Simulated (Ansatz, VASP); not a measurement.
# InSe: VASP beside Ansatz

```xyz
4
Lattice="5.9466 -2.0693 0.0176 5.9466 2.0693 0.0176 -1.6081 0.0000 4.1992" Properties=species:S:1:pos:R:3 pbc="T T T"
In   10.4927    0.0000    0.1123
In   -0.2076    0.0000    4.1220
Se    6.7468    0.0000    2.6833
Se    3.5384    0.0000    1.5510
```

Alike in both runs: task single point; functional PBEsol; k mesh 10 × 10 × 8; occupations gaussian, width 0.02 eV; no spin polarisation.

|  | VASP | Ansatz |
| --- | --- | --- |
| version | VASP 6.6.1 | Ansatz 0.2.0 |
| potentials or method | VASP PAW PBE potentials, release 64 (In_d, Se), cutoff 520 eV | scalar-relativistic, plane waves, PAW |
| valence electrons in the cell | 38 | 58 |

VASP gave:

* gap on the k mesh at the Fermi level (eV): 0.50
* least direct gap on the mesh (eV): 0.92
* pressure (GPa): -0.8
* traceless stress, the component that is largest in VASP (GPa): -0.29
* rms of the force components (eV/Å): 0.051

Question: Which values does Ansatz return?

Answer: gap on the k mesh at the Fermi level (eV): 0.51; least direct gap on the mesh (eV): 0.92; pressure (GPa): -0.9; traceless stress, the component that is largest in VASP (GPa): -0.29; rms of the force components (eV/Å): 0.060.

VASP's potentials were made for PBE, not for PBEsol. Atom by atom the forces differ by 0.009 eV/Å (rms over components). VASP's potentials hold 38 valence electrons a cell and Ansatz's 58, so a difference there can come from the potentials and not from the codes.
